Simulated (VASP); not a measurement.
## P: relaxation of cell and atoms with LDA

Crystal: P.

```
P
1.0
    -1.50393    1.50393    1.50393
     1.50393   -1.50393    1.50393
     1.50393    1.50393   -1.50393
P
1
Direct
  0.00000 0.00000 0.00000
```

* Program: VASP 6.6.1
* Task: relaxation of cell and atoms
* Functional: LDA
* Potentials or basis: VASP PAW LDA potentials, release 64 (P)
* Cutoff: 500 eV
* k mesh: 10 × 10 × 10
* Occupations: gaussian, width 0.02 eV
* Spin: no spin polarisation
* Dipole correction: no
* Further INCAR settings: ALGO = Normal; EDIFF = 1e-07; IBRION = 2; EDIFFG = -0.03; NSW = 80; ISIF = 3

```
Pressure after relaxing : -0.1 GPa
```

Final structure:
```
P
1.0
    -1.50393    1.50393    1.50393
     1.50393   -1.50393    1.50393
     1.50393    1.50393   -1.50393
P
1
Direct
  0.00000 0.00000 0.00000
```

Levels at points of the mesh, in eV from the Fermi level:
```
           k point  band 1  band 2  band 3  band 4  band 5  band 6
(0.00, 0.00, 0.00)  -16.87    7.51    7.51    7.51   12.14   12.14
(0.50, 0.00, 0.00)  -10.08   -8.21    2.57    5.46    7.34    8.39
(0.50, 0.50, 0.50)   -3.87   -2.71   -2.71   -2.71    2.20    2.20
```

It took 1.7 s on 1 thread of Intel(R) Xeon(R) 6975P-C (Granite Rapids) (shared host), peak memory 0.11 GiB.

Caveat: the relaxation stopped at its first step, so nothing moved.
